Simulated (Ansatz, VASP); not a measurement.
# Nb in VASP and in Ansatz

```
CELL_PARAMETERS angstrom
2.51527 0.00000 0.00000
-1.25763 2.17829 0.00000
0.00000 0.00000 4.47434
ATOMIC_POSITIONS crystal
Nb 0.33333 0.66667 0.25000
Nb 0.66667 0.33333 0.75000
```

Change from the starting cell: volume scaled by 0.68, LAPW.

Alike in both runs: task single point; functional PBEsol; k mesh 17 × 17 × 9; occupations fermi-dirac, width 0.05 eV; no spin polarisation.

|  | VASP | Ansatz |
| --- | --- | --- |
| version | VASP 6.6.1 | Ansatz 0.2.0 |
| potentials or method | VASP PAW PBE potentials, release 64 (Nb_sv), cutoff 520 eV | all-electron LAPW, scalar-relativistic |

VASP gave:

```
pressure (GPa)                                                : 132.6
traceless stress, the component that is largest in VASP (GPa) : -0.37
```

Which values does Ansatz return?

Pressure (GPa): 132.5; traceless stress, the component that is largest in VASP (GPa): -0.04.

VASP's potentials were made for PBE, not for PBEsol. Both programs put the cell under a high pressure, so it lies far from rest at this level. Ansatz ran all-electron here, and VASP with PAW potentials.

Noted on VASP's run: the cell as given lies far from equilibrium.
